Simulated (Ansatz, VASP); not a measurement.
One calculation of Ag, two programs

```
Ag
1.0
     0.00000    2.00139    2.00139
     2.00139    0.00000    2.00139
     2.00139    2.00139    0.00000
Ag
1
Direct
  0.00000 0.00000 0.00000
```

Change from the starting cell: volume scaled by 0.94, PAW files.

Alike in both runs: task electric field gradients; functional LDA; k mesh 15 × 15 × 15; occupations fermi-dirac, width 0.05 eV; no spin polarisation.

|  | VASP | Ansatz |
| --- | --- | --- |
| version | VASP 6.6.1 | Ansatz 0.2.0 |
| potentials or method | VASP PAW LDA potentials, release 64 (Ag) | PAW with Ansatz's default frozen-core files, scalar-relativistic |
| plane-wave cutoff (eV) | 520 | 420 |
| valence electrons in the cell | 11 | 19 |

|  | VASP | Ansatz | Ansatz less VASP |
| --- | --- | --- | --- |
| pressure (GPa) | -0.2 | -0.3 | -0.15 |

LDA's correlation is that of Perdew and Zunger in VASP and of Perdew and Wang (1992) in Ansatz. VASP's potentials hold 11 valence electrons a cell and Ansatz's 19, so a difference there can come from the potentials and not from the codes.
